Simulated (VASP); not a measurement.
# Te3O2 (P6/mmm) in VASP: further runs

The runs below take Te3O2 through single point, relaxation of cell and atoms, with PBE.

All numbers are computed with VASP 6.6.1; they aren't measurements. Logs are shortened: lines on timing, memory, paths and dates and some standing lists are left out, and cuts for length are marked.

### 1 The cell of the first run

The structure is hexagonal, space group P6/mmm (No. 191). The conventional cell has a = 6.078 Å, b = 6.078 Å, c = 3.733 Å, α = 90.00°, β = 90.00°, γ = 120.00°. Within 4.0 Å of Te (site symmetry mmm) lie 6 Te at 3.04 to 3.73 Å and 8 O at 3.28 to 3.93 Å. Within 1.7 Å of O (site symmetry 6mm) lie 1 O at 1.26 Å.

The cell was built from a structure type or drawn by symmetry, and may not be a known phase.

### 2 Single point, PBE

INCAR

```
ALGO = Normal
EDIFF = 1E-6
ENCUT = 520
GGA = PE
ISIF = 2
ISMEAR = 0
LASPH = True
LCHARG = True
LELF = True
LREAL = False
LVHAR = True
LWAVE = False
NBANDS = 23
NELM = 80
PREC = Accurate
SIGMA = 0.1
```

KPOINTS

```
k-points
0
Gamma
  6 6 10
```

POSCAR

```
Te3O2
1.0
    6.0781138918      0.0000000000      0.0000000000
   -3.0390569459      5.2638010374      0.0000000000
    0.0000000000      0.0000000000      3.7327465336
Te O
3 2
Direct
    0.5000000000      0.0000000000      0.5000000000
    0.0000000000      0.5000000000      0.5000000000
    0.5000000000      0.5000000000      0.5000000000
    0.0000000000      0.0000000000      0.1685218393
    0.0000000000      0.0000000000      0.8314781607
```

Potentials or basis: VASP PAW PBE potentials, release 64 (Te, O).

The run is started by

```bash
$ cat potpaw_PBE.64/Te/POTCAR potpaw_PBE.64/O/POTCAR > POTCAR
$ mpirun -np 1 vasp_std > vasp.out
```

OUTCAR:

```text
EDIFF = 1E-6
   ENCUT = 520
   GGA = PE
   ISIF = 2
   ISMEAR = 0
   LASPH = True
   LREAL = False
   NELM = 80
   PREC = Accurate

 ion  position               nearest neighbor table
   1  0.500  0.000  0.500-   2 3.04   3 3.04   3 3.04   2 3.04
   2  0.000  0.500  0.500-   3 3.04   3 3.04   1 3.04   1 3.04
   3  0.500  0.500  0.500-   2 3.04   2 3.04   1 3.04   1 3.04
   4  0.000  0.000  0.169-   5 1.26
   5  0.000  0.000  0.831-   4 1.26

  LATTYP: Found a hexagonal cell.
 ALAT       =     6.0781138918
 C/A-ratio  =     0.6141290868

  Lattice vectors:

 A1 = (   6.0781138918,   0.0000000000,   0.0000000000)
 A2 = (  -3.0390569459,   5.2638010374,   0.0000000000)
 A3 = (   0.0000000000,   0.0000000000,   3.7327465336)

Analysis of symmetry for initial positions (statically):
=====================================================================
 Subroutine PRICEL returns:
 Original cell was already a primitive cell.

 Routine SETGRP: Setting up the symmetry group for a
 hexagonal supercell.

 Subroutine GETGRP returns: Found 24 space group operations
 (whereof 24 operations were pure point group operations)
 out of a pool of 24 trial point group operations.

The static configuration has the point symmetry D_6h.

Analysis of symmetry for dynamics (positions and initial velocities):
=====================================================================
 Subroutine PRICEL returns:
 Original cell was already a primitive cell.

 Routine SETGRP: Setting up the symmetry group for a
 hexagonal supercell.

 Subroutine GETGRP returns: Found 24 space group operations
 (whereof 24 operations were pure point group operations)
 out of a pool of 24 trial point group operations.

The dynamic configuration has the point symmetry D_6h.

 Subroutine INISYM returns: Found 24 space group operations
 (whereof 24 operations are pure point group operations),
 and found     1 'primitive' translations

----------------------------------------------------------------------------------------

                                     Primitive cell

  volume of cell :     119.4254

  direct lattice vectors                    reciprocal lattice vectors
     6.078113892  0.000000000  0.000000000     0.164524722  0.094988393  0.000000000
    -3.039056946  5.263801037  0.000000000     0.000000000  0.189976785  0.000000000
     0.000000000  0.000000000  3.732746534     0.000000000  0.000000000  0.267899251

  length of vectors
     6.078113892  6.078113892  3.732746534     0.189976785  0.189976785  0.267899251

  position of ions in fractional coordinates (direct lattice)
     0.500000000  0.000000000  0.500000000
     0.000000000  0.500000000  0.500000000
     0.500000000  0.500000000  0.500000000
     0.000000000  0.000000000  0.168521839
     0.000000000  0.000000000  0.831478161

  ion indices of the primitive-cell ions
   primitive index   ion index
                 1           1
                 2           2
                 3           3
                 4           4
                 5           5

----------------------------------------------------------------------------------------

 KPOINTS: k-points

Automatic generation of k-mesh.
 Grid dimensions read from file:
 generate k-points for:    6    6   10

 Generating k-lattice:

  Cartesian coordinates                     Fractional coordinates (reciprocal lattice)
     0.027420787  0.015831399  0.000000000     0.166666667  0.000000000  0.000000000
     0.000000000  0.031662798  0.000000000     0.000000000  0.166666667  0.000000000
     0.000000000  0.000000000  0.026789925     0.000000000  0.000000000  0.100000000

  Length of vectors
     0.031662798  0.031662798  0.026789925

  Shift w.r.t. Gamma in fractional coordinates (k-lattice)
     0.000000000  0.000000000  0.000000000

 Subroutine IBZKPT returns following result:
 ===========================================

 Found     42 irreducible k-points:

 Following reciprocal coordinates:
            Coordinates               Weight
  0.000000  0.000000  0.000000      1.000000
  0.166667  0.000000  0.000000      6.000000
  0.333333  0.000000  0.000000      6.000000
  0.500000  0.000000  0.000000      3.000000
  0.166667  0.166667  0.000000      6.000000
  0.333333  0.166667  0.000000     12.000000
[... 16 lines left out ...]
  0.166667  0.000000  0.300000     12.000000
  0.333333  0.000000  0.300000     12.000000
 [... further k-points ...]
   k-points           NKPTS =     42   k-points in BZ     NKDIM =     42   number of bands    NBANDS=     23
   number of dos      NEDOS =    301   number of ions     NIONS =      5
   total plane-waves  NPLWV =  64512
   dimension x,y,z NGX =    48 NGY =   48 NGZ =   28
   dimension x,y,z NGXF=    96 NGYF=   96 NGZF=   56
   ions per type =               3   2
   NGX,Y,Z   is equivalent  to a cutoff of  13.13, 13.13, 12.47 a.u.
   NGXF,Y,Z  is equivalent  to a cutoff of  26.26, 26.26, 24.94 a.u.
 SYSTEM =  unknown system
[... 23 lines left out ...]
   EFERMI =   0.00;   METHOD = LEGACY
   ISMEAR =     0;   SIGMA  =   0.10  broadening in eV -4-tet -1-fermi 0-gaus
   EFERMI_NEDOS =   21; number of points for ismear=-14 and -15
   IALGO  =     38    algorithm
   IMIX   =      4    mixing-type and parameters
     AMIX     =   0.40;   BMIX     =  1.00
     AMIX_MAG =   1.60;   BMIX_MAG =  1.00
  volume/ion in A,a.u.               =      23.89       161.18
  Fermi-wavevector in a.u.,A,eV,Ry     =   1.032959  1.952009 14.517468  1.067004
  Thomas-Fermi vector in A             =   2.167182
   LORBIT       =      0    0 simple, 1 ext, 2 COOP (PROOUT), +10 PAW based schemes
   GGA     = PE    functional components
   LHFCALC =     F    Hartree Fock is set to
   AEXX    =    0.0000 exact exchange contribution
   IVDW    =     0    specifies the selected vdW correction
   LEPSILON=     F    determine dielectric tensor
   LRPA    =     F    only Hartree local field effects (RPA)
 non-spin polarized calculation
 Gauss-broadening in eV      SIGMA  =   0.10
  energy-cutoff  :      520.00
  volume of cell :      119.43
 maximum number of plane-waves:      3240
 NGX is ok and might be reduce to    48
   NGX = 23   NGY = 23   NGZ = 13

 number of electron      30.0000012 magnetization

 Free energy of the ion-electron system (eV)
  ---------------------------------------------------
  ext. energy  EPLUGINS =         0.00000000
  ---------------------------------------------------
  free energy    TOTEN  =       -18.22696496 eV

  energy without entropy =      -18.19764045  energy(sigma->0) =      -18.21230271

 E-fermi :   5.1327     XC(G=0):  -9.3655

 val. band max:        5.1253277310   @ k =   0.5000   0.0000   0.2000
 cond. band min:       5.1603253388   @ k =   0.1667   0.0000   0.0000
 fundamental gap:      0.0349976078
 Fermi energy:         5.1327297625

 k-point     1 :       0.0000    0.0000    0.0000
  band No.  band energies     occupation
      1     -20.3066      2.00000
      2      -8.5141      2.00000
      3      -8.1615      2.00000
      4      -4.8273      2.00000
      5      -4.8273      2.00000
      6      -2.7711      2.00000
[... 15 lines left out ...]
     22      12.8833      0.00000
     23      13.1629      0.00000

 k-point     2 :       0.1667    0.0000    0.0000
  band No.  band energies     occupation
      1     -20.3065      2.00000
      2      -8.5136      2.00000
      3      -8.0519      2.00000
      4      -5.2862      2.00000
      5      -4.8869      2.00000
      6      -2.8265      2.00000
[... 15 lines left out ...]
     22      12.6238      0.00000
     23      13.2405      0.00000

 k-point     3 :       0.3333    0.0000    0.0000
  band No.  band energies     occupation
      1     -20.3063      2.00000
      2      -8.5127      2.00000
      3      -7.7454      2.00000
      4      -6.0922      2.00000
      5      -4.9956      2.00000
      6      -2.9042      2.00000
[... 15 lines left out ...]
     22      11.8386      0.00000
     23      13.3722      0.00000
[... 495 lines left out ...]
 k-point    23 :       0.1667    0.0000    0.3000
  band No.  band energies     occupation
      1     -20.2553      2.00000
      2      -9.2703      2.00000
      3      -7.5595      2.00000
      4      -4.9081      2.00000
      5      -4.5032      2.00000
      6      -1.6170      2.00000
[... 15 lines left out ...]
     22      11.5633      0.00000
     23      11.9489      0.00000

 k-point    24 :       0.3333    0.0000    0.3000
  band No.  band energies     occupation
      1     -20.2549      2.00000
      2      -9.2341      2.00000
      3      -7.3165      2.00000
      4      -5.6974      2.00000
      5      -4.5997      2.00000
      6      -1.6479      2.00000
[... 15 lines left out ...]
     22      11.9885      0.00000
     23      12.5363      0.00000

 [... further k-points ...]

------------------------ aborting loop because EDIFF is reached ----------------------------------------

  FORCE on cell =-STRESS in cart. coord.  units (eV):
  Direction    XX          YY          ZZ          XY          YZ          ZX
  --------------------------------------------------------------------------------------
  -------------------------------------------------------------------------------------
  Total       -0.1544980     -0.1544980      0.9282343      0.0000000     -0.0000000      0.0000000
  in kB       -2.0727004     -2.0727004     12.4529260      0.0000000     -0.0000000      0.0000000
  external PRESSURE =       2.7691750 kB  Pullay stress =       0.0000000 kB

 VOLUME and BASIS-vectors are now :
 -----------------------------------------------------------------------------
  energy-cutoff  :      520.00
  volume of cell :      119.43
      direct lattice vectors                 reciprocal lattice vectors
     6.078113892  0.000000000  0.000000000     0.164524722  0.094988393  0.000000000
    -3.039056946  5.263801037  0.000000000     0.000000000  0.189976785  0.000000000
     0.000000000  0.000000000  3.732746534     0.000000000  0.000000000  0.267899251

 POSITION                                       TOTAL-FORCE (eV/Angst)
 -----------------------------------------------------------------------------------
      3.03906      0.00000      1.86637         0.000000      0.000000      0.000000
     -1.51953      2.63190      1.86637         0.000000      0.000000      0.000000
      1.51953      2.63190      1.86637         0.000000      0.000000      0.000000
      0.00000      0.00000      0.62905        -0.000000     -0.000000      0.800351
      0.00000      0.00000      3.10370         0.000000      0.000000     -0.800351
 -----------------------------------------------------------------------------------
    total drift:                               -0.000000      0.000000     -0.000000

  FREE ENERGIE OF THE ION-ELECTRON SYSTEM (eV)
  ---------------------------------------------------
  free  energy   TOTEN  =       -18.2269649621 eV

  energy  without entropy=      -18.1976404487  energy(sigma->0) =      -18.21230271
```

It took 95 s on 1 thread of Intel Xeon Platinum 8259CL at 2.50GHz (Skylake/Cascade Lake), shared host; peak memory 0.29 GiB.

Results:

```
Free energy            : -18.2270 eV
Pressure               : 0.3 GPa
Largest force          : 0.800 eV/Å
Band gap on the k mesh : zero (bands 15 and 16 overlap by 2.33 eV)
```

Forces on the atoms (eV/Å):
```
Te   0.000  0.000  0.000
Te   0.000  0.000  0.000
Te   0.000  0.000  0.000
O    0.000  0.000  0.800
O    0.000  0.000 -0.800
```

Caveat: the standard files for N, O and F lose accuracy on very short bonds; spin-orbit coupling is left out, which moves the levels of the heavy elements.

### 3 Relaxation of cell and atoms, PBE

This run uses another cell than the first one, of 23.23 Å³/atom.

INCAR

```
ALGO     = Normal         # electronic algorithm
EDIFF    = 1E-6           # SCF threshold, eV
EDIFFG   = -0.04          # ionic threshold
ENCUT    = 600            # plane-wave cutoff, eV
GGA      = PE             # functional
IBRION   = 2              # ionic algorithm
ISIF     = 3              # what is computed and relaxed
ISMEAR   = 0              # smearing method
LASPH    = T              # aspherical terms in the spheres
LCHARG   = F              # write CHGCAR
LREAL    = F              # projectors in reciprocal space
LWAVE    = F              # write WAVECAR
NELM     = 100            # most SCF steps
NSW      = 90             # ionic steps
PREC     = Accurate       # precision mode
SIGMA    = 0.1            # smearing width, eV
```

KPOINTS

```
k-points
0
Gamma
  6 6 4
```

POSCAR

```
Te3O2
1.0
    5.1877641700      0.0000000000      0.0000000000
   -2.5938820900      4.4927355600      0.0000000000
    0.0000000000      0.0000000000      4.9826716700
Te O
3 2
Direct
    0.5000000000      0.0000000000      0.5000000000
    0.0000000000      0.5000000000      0.5000000000
    0.5000000000      0.5000000000      0.5000000000
    0.0000000000      0.0000000000      0.2196824700
    0.0000000000      0.0000000000      0.7803175300
```

Potentials or basis: VASP PAW PBE potentials, release 64 (Te, O).

The run is started by

```bash
$ cat potpaw_PBE.64/Te/POTCAR potpaw_PBE.64/O/POTCAR > POTCAR
$ mpirun -np 1 vasp_std > vasp.out
```

Wall time 14 min (1 thread of Intel Xeon Platinum 8259CL at 2.50GHz (Skylake/Cascade Lake), shared host); peak memory 0.29 GiB.

Results (log left out):

- Free energy: -18.2075 eV
- Relaxed volume: 23.63 Å³/atom
- Relaxed cell: a = 6.087 Å, b = 6.087 Å, c = 3.683 Å, α = 90.00°, β = 90.00°, γ = 120.00°
- Space group after relaxing (to 0.1 Å): P6/mmm (No. 191)
- Pressure after relaxing: 0.0 GPa
- Band gap on the k mesh: zero (bands 15 and 16 overlap by 2.44 eV)

Final structure:
```
Te O
1.0
     6.08662    0.00000    0.00000
    -3.04331    5.27117    0.00000
     0.00000    0.00000    3.68307
Te O
3 2
Direct
  0.50000 0.00000 0.50000
  0.00000 0.50000 0.50000
  0.50000 0.50000 0.50000
  0.00000 0.00000 0.17217
  0.00000 0.00000 0.82783
```

Levels at points of the mesh, in eV from the Fermi level:
```tsv
k point	band 11	band 12	band 13	band 14	band 15	band 16	band 17	band 18	band 19
(0.00, 0.00, 0.00)	-3.06	-0.75	0.02	0.02	1.77	1.77	2.63	3.84	3.84
(0.50, 0.00, 0.00)	-1.34	-1.21	-0.86	-0.67	-0.08	0.66	0.68	1.89	3.48
(0.00, 0.00, 0.50)	-3.71	-3.71	-1.77	-1.77	0.15	0.15	3.06	3.15	4.42
(0.50, 0.00, 0.50)	-3.08	-1.79	-1.69	-1.09	-0.72	-0.67	-0.51	0.88	3.99
```

Caveat: a cell axis changed by over 15 % at a fixed basis, so the end point is rough; spin-orbit coupling is left out, which moves the levels of the heavy elements.

### 4 Relaxation of cell and atoms, PBE

This run uses another cell than the first one, of 23.98 Å³/atom.

INCAR

```
SYSTEM = Te3O2
PREC     = Accurate       ! precision mode
ENCUT    = 600            ! plane-wave cutoff, eV
EDIFF    = 1E-6           ! SCF threshold, eV
ISMEAR   = 0              ! smearing method
SIGMA    = 0.1            ! smearing width, eV
LREAL    = .FALSE.        ! projectors in reciprocal space
LASPH    = .TRUE.         ! aspherical terms in the spheres
NELM     = 100            ! most SCF steps
ALGO     = Normal         ! electronic algorithm
ISIF     = 3              ! what is computed and relaxed
LWAVE    = .FALSE.        ! write WAVECAR
LCHARG   = .FALSE.        ! write CHGCAR
GGA      = PE             ! functional
IBRION   = 2              ! ionic algorithm
NSW      = 100            ! ionic steps
EDIFFG   = -0.01          ! ionic threshold
```

KPOINTS

```
Automatic mesh
0
G
  6 6 10
  0 0 0
```

POSCAR

```
Te3O2
1.0
    5.9751123073      0.0000000000      0.0000000000
   -2.9875561537      5.1745990486      0.0000000000
    0.0000000000      0.0000000000      3.8785523651
Te O
3 2
Direct
    0.5000000000      0.0000000000      0.5000000000
    0.0000000000      0.5000000000      0.5000000000
    0.5000000000      0.5000000000      0.5000000000
    0.0000000000      0.0000000000      0.1649866757
    0.0000000000      0.0000000000      0.8350133243
```

The run is started by

```bash
$ cat potpaw_PBE.64/Te/POTCAR potpaw_PBE.64/O/POTCAR > POTCAR
$ mpirun -np 1 vasp_std > vasp.out
```

Run time: 16 min. Hardware: 1 thread of Intel Xeon Platinum 8259CL at 2.50GHz (Skylake/Cascade Lake), shared host; peak memory 0.34 GiB.

It converged, with:

```yaml
Free_energy: -18.2408 eV
Relaxed_volume: 23.71 Å³/atom
Relaxed_cell: a = 6.064 Å, b = 6.064 Å, c = 3.723 Å, α = 90.00°, β = 90.00°, γ = 120.00°
Space_group_after_relaxing_to_0.1_Å: P6/mmm (No. 191)
Energy_gained_by_relaxing: 9.9 meV/atom
Ionic_steps: 22
Pressure_after_relaxing: 0.0 GPa
Band_gap_on_the_k_mesh: zero (bands 15 and 16 overlap by 2.34 eV)
```

The path:
```csv
step,energy change (eV),largest force (eV/Å),pressure (GPa),volume (Å³)
1,0.0000,0.2028,0.80,119.92
2,-0.0131,1.5959,0.47,121.98
3,-0.0220,0.8404,0.54,121.19
4,-0.0339,0.1556,-0.94,122.75
5,-0.0346,0.0254,-0.69,122.45
6,-0.0386,0.0633,-0.62,121.95
7,-0.0465,0.1778,-0.36,120.43
8,-0.0400,0.4354,0.38,117.38
9,-0.0477,0.2803,-0.14,119.51
10,-0.0473,0.3993,-0.38,118.76
11,-0.0489,0.0412,-0.26,119.16
12,-0.0494,0.0117,-0.12,118.78
13,-0.0494,0.0198,0.05,118.40
14,-0.0494,0.0163,0.05,118.47
15,-0.0494,0.0037,-0.01,118.63
16,-0.0495,0.0100,0.01,118.54
17,-0.0495,0.0118,0.01,118.52
18,-0.0495,0.0145,0.02,118.50
19,-0.0495,0.0443,0.01,118.49
20,-0.0495,0.0231,0.02,118.49
21,-0.0495,0.0171,0.03,118.51
22,-0.0495,0.0004,0.04,118.57
```

Final structure:
```yaml
crystal:
  lattice:
    - [6.06449, 0.00000, 0.00000]
    - [-3.03224, 5.25200, 0.00000]
    - [0.00000, 0.00000, 3.72256]
  atoms:
    - { symbol: Te, position: [0.50000, 0.00000, 0.50000] }
    - { symbol: Te, position: [0.00000, 0.50000, 0.50000] }
    - { symbol: Te, position: [0.50000, 0.50000, 0.50000] }
    - { symbol: O, position: [0.00000, 0.00000, 0.17112] }
    - { symbol: O, position: [0.00000, 0.00000, 0.82888] }
```

Levels at points of the mesh, in eV from the Fermi level:
```csv
k point,band 13,band 14,band 15,band 16,band 17,band 18
"(0.00, 0.00, 0.00)",-0.02,-0.02,1.51,1.51,2.60,3.82
"(0.50, 0.00, 0.00)",-0.92,-0.87,-0.14,0.39,0.57,1.66
"(0.00, 0.00, 0.50)",-1.85,-1.85,0.14,0.14,2.95,3.09
"(0.50, 0.00, 0.50)",-1.76,-1.19,-0.84,-0.78,-0.53,0.84
```

Caveat: spin-orbit coupling is left out, which moves the levels of the heavy elements.

### 5 The runs side by side

```tsv
task	cell	k mesh	cutoff (eV)	gap on the mesh (eV)	pressure (GPa)	relaxed volume (Å³/atom)
single point	a = 6.078, b = 6.078, c = 3.733 Å, angles 90.0, 90.0, 120.0°, 5 atoms, atomic positions A	6 × 6 × 10	520	none	0.3	-
relaxation of cell and atoms	relaxed from a = 5.188, b = 5.188, c = 4.983 Å, angles 90.0, 90.0, 120.0°, 5 atoms, atomic positions B	6 × 6 × 4	600	none	0.0	23.63
relaxation of cell and atoms	relaxed from a = 5.975, b = 5.975, c = 3.879 Å, angles 90.0, 90.0, 120.0°, 5 atoms, atomic positions C	6 × 6 × 10	600	none	0.0	23.71
```

Alike in all rows: level PBE; potentials or basis VASP PAW PBE potentials, release 64 (Te, O); no spin polarisation; smearing gaussian 0.1 eV.

Caveats: spin-orbit coupling is left out, which moves the levels of the heavy elements; the standard files for N, O and F lose accuracy on very short bonds (at least some runs); a cell axis changed by over 15 % at a fixed basis, so the end point is rough (at least some runs).

Absolute energies hang on the potentials; compare differences alone.
